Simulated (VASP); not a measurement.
Wanted: the native input for a VASP 6.6.1 run.

```yaml
Task: single point
Functional: PBE
Potentials_or_basis: VASP PAW PBE potentials, release 64 (Ir)
Cutoff: 520 eV
k_mesh: 22 × 22 × 22
Occupations: gaussian, width 0.15 eV
Spin: no spin polarisation
Dipole_correction: no
Further_INCAR_settings: ALGO = Fast; EDIFF = 1e-06; NBANDS = 10
```

The structure of Ir lies in POSCAR:

```
Ir
1.0
    0.0000000000      1.9854781464      1.9854781464
    1.9854781464      0.0000000000      1.9854781464
    1.9854781464      1.9854781464      0.0000000000
Ir
1
Direct
    0.0000000000      0.0000000000      0.0000000000
```

This cell differs from its parent crystal: volume 15.654 Å^3 an atom, c/a of the conventional cell 1.0000.

The input as run:

INCAR

```
ALGO     = Fast           # electronic algorithm
EDIFF    = 1E-6           # SCF threshold, eV
ENCUT    = 520            # plane-wave cutoff, eV
GGA      = PE             # functional
ISIF     = 2              # what is computed and relaxed
ISMEAR   = 0              # smearing method
LASPH    = T              # aspherical terms in the spheres
LCHARG   = F              # write CHGCAR
LREAL    = F              # projectors in reciprocal space
LWAVE    = F              # write WAVECAR
NBANDS   = 10             # bands
NELM     = 100            # most SCF steps
PREC     = Accurate       # precision mode
SIGMA    = 0.15           # smearing width, eV
```

KPOINTS

```
k-points
0
Gamma
  22 22 22
```

Potentials or basis: VASP PAW PBE potentials, release 64 (Ir).

Run with:

```sh
$ cat potpaw_PBE.64/Ir/POTCAR > POTCAR
$ mpirun -np 1 vasp_std > vasp.out
```

It gave:

| Property | Result |
| --- | --- |
| Pressure | -21.6 GPa |

Run time: 20 s on 1 thread of Intel(R) Xeon(R) 6975P-C (Granite Rapids), with other jobs on the host, peak memory 0.19 GiB.
